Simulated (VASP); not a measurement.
# LiF (e600) (Fm-3m) in VASP: notebook

LiF (e600) is run at these levels: PBE; tasks: single point.

Program: VASP 6.6.1. These are calculated values, not measurements. Logs are shortened: lines on timing, memory, paths and dates and some standing lists are left out, and cuts for length are marked.

## 1. The cell of the first run

It takes space group Fm-3m (No. 225, cubic). The conventional cell has a = 4.028 Å, b = 4.028 Å, c = 4.028 Å, α = 90.00°, β = 90.00°, γ = 90.00°. Within 2.7 Å of Li (site symmetry m-3m) lie 6 F at 2.01 Å. F (site symmetry m-3m) has 6 Li at 2.01 Å within 2.7 Å.

## 2. Single point, PBE

File INCAR:

```
SYSTEM = LiF
PREC = Accurate
ENCUT = 520
EDIFF = 1E-6
ISMEAR = 0
SIGMA = 0.1
LREAL = .False.
LASPH = .True.
NELM = 100
ALGO = Normal
ISIF = 2
LWAVE = .False.
LCHARG = .False.
GGA = PE
NBANDS = 12
```

File KPOINTS:

```
Automatic mesh
0
Gamma
  8 8 8
  0 0 0
```

File POSCAR:

```
LiF
1.0
    0.0000000000      2.0140000000      2.0140000000
    2.0140000000      0.0000000000      2.0140000000
    2.0140000000      2.0140000000      0.0000000000
Li F
1 1
Direct
    0.0000000000      0.0000000000      0.0000000000
    0.5000000000      0.5000000000      0.5000000000
```

Potentials or basis: VASP PAW PBE potentials, release 64 (Li_sv, F).

Run with:

```sh
$ cat potpaw_PBE.64/Li_sv/POTCAR potpaw_PBE.64/F/POTCAR > POTCAR
$ mpirun -np 1 vasp_std > vasp.out
```

OUTCAR:

```text
SYSTEM = LiF
   PREC = Accurate
   ENCUT = 520
   EDIFF = 1E-6
   ISMEAR = 0
   LREAL = .False.
   LASPH = .True.
   NELM = 100
   ISIF = 2
   GGA = PE

 ion  position               nearest neighbor table
   1  0.000  0.000  0.000-   2 2.01   2 2.01   2 2.01   2 2.01   2 2.01   2 2.01
   2  0.500  0.500  0.500-   1 2.01   1 2.01   1 2.01   1 2.01   1 2.01   1 2.01

  LATTYP: Found a face centered cubic cell.
 ALAT       =     4.0280000000

  Lattice vectors:

 A1 = (   0.0000000000,   2.0140000000,   2.0140000000)
 A2 = (   2.0140000000,   0.0000000000,   2.0140000000)
 A3 = (   2.0140000000,   2.0140000000,   0.0000000000)

Analysis of symmetry for initial positions (statically):
=====================================================================
 Subroutine PRICEL returns:
 Original cell was already a primitive cell.

 Routine SETGRP: Setting up the symmetry group for a
 face centered cubic supercell.

 Subroutine GETGRP returns: Found 48 space group operations
 (whereof 48 operations were pure point group operations)
 out of a pool of 48 trial point group operations.

The static configuration has the point symmetry O_h .

Analysis of symmetry for dynamics (positions and initial velocities):
=====================================================================
 Subroutine PRICEL returns:
 Original cell was already a primitive cell.

 Routine SETGRP: Setting up the symmetry group for a
 face centered cubic supercell.

 Subroutine GETGRP returns: Found 48 space group operations
 (whereof 48 operations were pure point group operations)
 out of a pool of 48 trial point group operations.

The dynamic configuration has the point symmetry O_h .

 Subroutine INISYM returns: Found 48 space group operations
 (whereof 48 operations are pure point group operations),
 and found     1 'primitive' translations

----------------------------------------------------------------------------------------

                                     Primitive cell

  volume of cell :      16.3384

  direct lattice vectors                    reciprocal lattice vectors
     0.000000000  2.014000000  2.014000000    -0.248262165  0.248262165  0.248262165
     2.014000000  0.000000000  2.014000000     0.248262165 -0.248262165  0.248262165
     2.014000000  2.014000000  0.000000000     0.248262165  0.248262165 -0.248262165

  length of vectors
     2.848226115  2.848226115  2.848226115     0.430002683  0.430002683  0.430002683

  position of ions in fractional coordinates (direct lattice)
     0.000000000  0.000000000  0.000000000
     0.500000000  0.500000000  0.500000000

  ion indices of the primitive-cell ions
   primitive index   ion index
                 1           1
                 2           2

----------------------------------------------------------------------------------------

 KPOINTS: Automatic mesh

Automatic generation of k-mesh.
 Grid dimensions read from file:
 generate k-points for:    8    8    8

 Generating k-lattice:

  Cartesian coordinates                     Fractional coordinates (reciprocal lattice)
    -0.031032771  0.031032771  0.031032771     0.125000000  0.000000000  0.000000000
     0.031032771 -0.031032771  0.031032771     0.000000000  0.125000000  0.000000000
     0.031032771  0.031032771 -0.031032771     0.000000000  0.000000000  0.125000000

  Length of vectors
     0.053750335  0.053750335  0.053750335

  Shift w.r.t. Gamma in fractional coordinates (k-lattice)
     0.000000000  0.000000000  0.000000000

 Subroutine IBZKPT returns following result:
 ===========================================

 Found     29 irreducible k-points:

 Following reciprocal coordinates:
            Coordinates               Weight
  0.000000  0.000000  0.000000      1.000000
  0.125000  0.000000  0.000000      8.000000
  0.250000  0.000000  0.000000      8.000000
  0.375000  0.000000  0.000000      8.000000
  0.500000  0.000000  0.000000      4.000000
  0.125000  0.125000  0.000000      6.000000
[... 16 lines left out ...]
  0.500000  0.250000  0.125000     48.000000
 -0.375000  0.250000  0.125000     24.000000
 [... further k-points ...]
   k-points           NKPTS =     29   k-points in BZ     NKDIM =     29   number of bands    NBANDS=     12
   number of dos      NEDOS =    301   number of ions     NIONS =      2
   total plane-waves  NPLWV =  13824
   dimension x,y,z NGX =    24 NGY =   24 NGZ =   24
   dimension x,y,z NGXF=    48 NGYF=   48 NGZF=   48
   ions per type =               1   1
   NGX,Y,Z   is equivalent  to a cutoff of  14.01, 14.01, 14.01 a.u.
   NGXF,Y,Z  is equivalent  to a cutoff of  28.02, 28.02, 28.02 a.u.
 SYSTEM =  LiF
   PREC   = accura    normal or accurate (medium, high low for compatibility)
   ISTART =      0    job   : 0-new  1-cont  2-samecut
   ICHARG =      2    charge: 1-file 2-atom 10-const
   ISPIN  =      1    spin polarized calculation?
   LNONCOLLINEAR =      F non collinear calculations
   LSORBIT =      F    spin-orbit coupling
   LASPH  =      T    aspherical Exc in radial PAW
   ENCUT  =  520.0 eV  38.22 Ry    6.18 a.u.   5.30  5.30  5.30*2*pi/ulx,y,z
   NELM   =    100;   NELMIN=  2; NELMDL= -5     # of ELM steps
   EDIFF  = 0.1E-05   stopping-criterion for ELM
   LREAL  =      F    real-space projection
   EDIFFG = 0.1E-04   stopping-criterion for IOM
   NSW    =      0    number of steps for IOM
   IBRION =     -1    ionic relax: 0-MD 1-quasi-New 2-CG
   NFREE  =      0    steps in history (QN), initial steepest desc. (CG)
   ISIF   =      2    stress and relaxation
   ISYM   =      2    0-nonsym 1-usesym 2-fastsym
   POTIM  = 0.5000    time-step for ionic-motion
   TEBEG  =    0.0;   TEEND  =   0.0 temperature during run
   PSTRESS=    0.0 pullay stress
   NELECT =      10.0000    total number of electrons
   NUPDOWN=      -1.0000    fix difference up-down
   EMIN   =  10.00;   EMAX   =-10.00  energy-range for DOS
   EFERMI =   0.00;   METHOD = LEGACY
   ISMEAR =     0;   SIGMA  =   0.10  broadening in eV -4-tet -1-fermi 0-gaus
   EFERMI_NEDOS =   21; number of points for ismear=-14 and -15
   IALGO  =     38    algorithm
   IMIX   =      4    mixing-type and parameters
     AMIX     =   0.40;   BMIX     =  1.00
     AMIX_MAG =   1.60;   BMIX_MAG =  1.00
  volume/ion in A,a.u.               =       8.17        55.13
  Fermi-wavevector in a.u.,A,eV,Ry     =   1.389970  2.626662 26.286674  1.932016
  Thomas-Fermi vector in A             =   2.513950
   LORBIT       =      0    0 simple, 1 ext, 2 COOP (PROOUT), +10 PAW based schemes
   GGA     = PE    functional components
   LHFCALC =     F    Hartree Fock is set to
   AEXX    =    0.0000 exact exchange contribution
   IVDW    =     0    specifies the selected vdW correction
   LEPSILON=     F    determine dielectric tensor
   LRPA    =     F    only Hartree local field effects (RPA)
 non-spin polarized calculation
 Gauss-broadening in eV      SIGMA  =   0.10
  energy-cutoff  :      520.00
  volume of cell :       16.34
 maximum number of plane-waves:       459
 NGX is ok and might be reduce to    24
   NGX = 11   NGY = 11   NGZ = 11

 number of electron      10.0000000 magnetization

 number of electron       9.9999992 magnetization

 Free energy of the ion-electron system (eV)
  ---------------------------------------------------
  ext. energy  EPLUGINS =         0.00000000
  ---------------------------------------------------
  free energy    TOTEN  =        -9.63760144 eV

  energy without entropy =       -9.63760144  energy(sigma->0) =       -9.63760144

 E-fermi :  -0.5941     XC(G=0):  -9.9825

 val. band max:       -1.0185841826   @ k =   0.0000   0.0000   0.0000
 cond. band min:       8.0685663871   @ k =   0.0000   0.0000   0.0000
 fundamental gap:      9.0871505697
 Fermi energy:        -0.5940942669

 k-point     1 :       0.0000    0.0000    0.0000
  band No.  band energies     occupation
      1     -41.9391      2.00000
      2     -20.9935      2.00000
      3      -1.0186      2.00000
      4      -1.0186      2.00000
      5      -1.0186      2.00000
      6       8.0686      0.00000
      7      22.9474      0.00000
      8      22.9474      0.00000
      9      22.9474      0.00000
     10      23.3054      0.00000
     11      23.3054      0.00000
     12      23.3054      0.00000

 k-point     2 :       0.1250    0.0000    0.0000
  band No.  band energies     occupation
      1     -41.9304      2.00000
      2     -20.9329      2.00000
      3      -1.4535      2.00000
      4      -1.0537      2.00000
      5      -1.0537      2.00000
      6       8.5084      0.00000
      7      19.5695      0.00000
      8      21.3134      0.00000
      9      21.3134      0.00000
     10      24.6076      0.00000
     11      24.6585      0.00000
     12      24.6585      0.00000

 k-point     3 :       0.2500    0.0000    0.0000
  band No.  band energies     occupation
      1     -41.9097      2.00000
      2     -20.7832      2.00000
      3      -2.3869      2.00000
      4      -1.1359      2.00000
      5      -1.1359      2.00000
      6       9.3275      0.00000
      7      16.9267      0.00000
      8      19.5316      0.00000
      9      19.5316      0.00000
     10      26.0034      0.00000
     11      26.5076      0.00000
     12      26.5076      0.00000

 k-point     4 :       0.3750    0.0000    0.0000
  band No.  band energies     occupation
      1     -41.8889      2.00000
      2     -20.6256      2.00000
      3      -3.2138      2.00000
      4      -1.2147      2.00000
      5      -1.2147      2.00000
      6       9.7328      0.00000
      7      15.8597      0.00000
      8      18.3059      0.00000
      9      18.3060      0.00000
     10      27.9076      0.00000
     11      28.7303      0.00000
     12      28.7303      0.00000

 k-point     5 :       0.5000    0.0000    0.0000
  band No.  band energies     occupation
      1     -41.8804      2.00000
      2     -20.5580      2.00000
      3      -3.5351      2.00000
      4      -1.2463      2.00000
      5      -1.2463      2.00000
      6       9.7543      0.00000
      7      15.7218      0.00000
      8      17.8767      0.00000
      9      17.8767      0.00000
     10      29.3496      0.00000
     11      30.0106      0.00000
     12      30.0106      0.00000
[... 228 lines left out ...]
      1     -41.8654      2.00000
      2     -20.2934      2.00000
      3      -4.0236      2.00000
      4      -2.0161      2.00000
      5      -2.0161      2.00000
      6      13.7925      0.00000
      7      15.4542      0.00000
      8      16.4326      0.00000
      9      19.2185      0.00000
     10      19.2185      0.00000
     11      32.2334      0.00000
     12      37.1964      0.00000

 k-point    22 :       0.3750    0.2500    0.1250
  band No.  band energies     occupation
      1     -41.8951      2.00000
      2     -20.6474      2.00000
      3      -2.6466      2.00000
      4      -1.7761      2.00000
      5      -1.3088      2.00000
      6      10.4735      0.00000
      7      16.0436      0.00000
      8      18.6186      0.00000
      9      19.1245      0.00000
     10      22.7028      0.00000
     11      30.1173      0.00000
     12      30.1670      0.00000

 k-point    23 :       0.5000    0.2500    0.1250
  band No.  band energies     occupation
      1     -41.8790      2.00000
      2     -20.5029      2.00000
      3      -3.1369      2.00000
      4      -2.1302      2.00000
      5      -1.4309      2.00000
      6      11.2748      0.00000
      7      14.9471      0.00000
      8      18.0561      0.00000
      9      18.4785      0.00000
     10      24.6998      0.00000
     11      29.2945      0.00000
     12      32.0091      0.00000

 k-point    24 :      -0.3750    0.2500    0.1250
  band No.  band energies     occupation
      1     -41.8724      2.00000
      2     -20.4412      2.00000
      3      -3.3459      2.00000
      4      -2.2450      2.00000
      5      -1.4990      2.00000
      6      11.4958      0.00000
      7      14.7227      0.00000
      8      17.9386      0.00000
      9      18.1471      0.00000
     10      26.5898      0.00000
     11      27.6972      0.00000
     12      33.2217      0.00000

 [... further k-points ...]

------------------------ aborting loop because EDIFF is reached ----------------------------------------

  FORCE on cell =-STRESS in cart. coord.  units (eV):
  Direction    XX          YY          ZZ          XY          YZ          ZX
  --------------------------------------------------------------------------------------
  -------------------------------------------------------------------------------------
  Total        0.1687606      0.1687606      0.1687606     -0.0000000     -0.0000000      0.0000000
  in kB       16.5490545     16.5490545     16.5490545     -0.0000000     -0.0000000      0.0000000
  external PRESSURE =      16.5490545 kB  Pullay stress =       0.0000000 kB

 VOLUME and BASIS-vectors are now :
 -----------------------------------------------------------------------------
  energy-cutoff  :      520.00
  volume of cell :       16.34
      direct lattice vectors                 reciprocal lattice vectors
     0.000000000  2.014000000  2.014000000    -0.248262165  0.248262165  0.248262165
     2.014000000  0.000000000  2.014000000     0.248262165 -0.248262165  0.248262165
     2.014000000  2.014000000  0.000000000     0.248262165  0.248262165 -0.248262165

 POSITION                                       TOTAL-FORCE (eV/Angst)
 -----------------------------------------------------------------------------------
      0.00000      0.00000      0.00000        -0.000000      0.000000      0.000000
      2.01400      2.01400      2.01400         0.000000      0.000000     -0.000000
 -----------------------------------------------------------------------------------
    total drift:                               -0.000000     -0.000000      0.000000

  FREE ENERGIE OF THE ION-ELECTRON SYSTEM (eV)
  ---------------------------------------------------
  free  energy   TOTEN  =        -9.6376014372 eV

  energy  without entropy=       -9.6376014372  energy(sigma->0) =       -9.63760144
```

Run time: 4.1 s. Hardware: 1 thread of Intel Xeon Platinum 8488C (Sapphire Rapids), shared host; peak memory 0.13 GiB.

Results:

```yaml
Free_energy: -9.6376 eV
Band_gap_on_the_k_mesh: 9.09 eV, direct
```

Levels at points of the mesh, in eV from the valence-band top:
```tsv
k point	band 1	band 2	band 3	band 4	band 5	band 6	band 7	band 8	band 9	band 10
(0.00, 0.00, 0.00)	-40.92	-19.97	0.00	0.00	0.00	9.09	23.97	23.97	23.97	24.32
(0.50, 0.00, 0.00)	-40.86	-19.54	-2.52	-0.23	-0.23	10.77	16.74	18.90	18.90	30.37
(0.50, 0.50, 0.00)	-40.85	-19.27	-3.00	-1.00	-1.00	14.81	16.47	17.45	20.24	20.24
```

Caveat: the cutoff is under 1.25 times the usual one of these potentials, so pressure, stress and relaxed cells hold a basis-set (Pulay) error.

## 3. Single point, PBE

This run uses another cell than the first one, of 8.41 Å³/atom, 1.030 times its volume.

File INCAR:

```
  ALGO = Normal
  EDIFF = 1E-7
  ENCUT = 520
  GGA = PE
  ISIF = 2
  ISMEAR = 0
  LASPH = True
  LCHARG = True
  LELF = True
  LREAL = False
  LVHAR = True
  LWAVE = False
  NBANDS = 12
  NELM = 100
  PREC = Accurate
  SIGMA = 0.02
```

File KPOINTS:

```
k-points
0
Gamma
  10 10 10
```

File POSCAR:

```
LiF
1.0
    0.0000000000      2.0337666606      2.0337666606
    2.0337666606      0.0000000000      2.0337666606
    2.0337666606      2.0337666606      0.0000000000
Li F
1 1
Direct
    0.0000000000      0.0000000000      0.0000000000
    0.5000000000      0.5000000000      0.5000000000
```

Potentials or basis: VASP PAW PBE potentials, release 64 (Li_sv, F).

Run with:

```sh
$ cat potpaw_PBE.64/Li_sv/POTCAR potpaw_PBE.64/F/POTCAR > POTCAR
$ mpirun -np 1 vasp_std > vasp.out
```

Wall time 7.3 s (1 thread of Intel Xeon Platinum 8488C (Sapphire Rapids), shared host); peak memory 0.13 GiB.

It converged, with:

| Item | Value |
| --- | --- |
| Free energy | -9.6409 eV |
| Band gap on the k mesh | 8.83 eV, direct |

Levels at points of the mesh, in eV from the valence-band top:
```csv
k point,band 3,band 4,band 5,band 6,band 7,band 8
"(0.00, 0.00, 0.00)",0.00,0.00,0.00,8.83,23.58,23.58
"(0.50, 0.00, 0.00)",-2.43,-0.22,-0.22,10.62,16.39,18.66
"(0.50, 0.50, 0.00)",-2.88,-0.96,-0.96,14.54,16.33,17.10
```

Caveat: the cutoff is under 1.25 times the usual one of these potentials, so pressure, stress and relaxed cells hold a basis-set (Pulay) error. A hybrid or GW would open this gap; PBE tends to underestimate it.
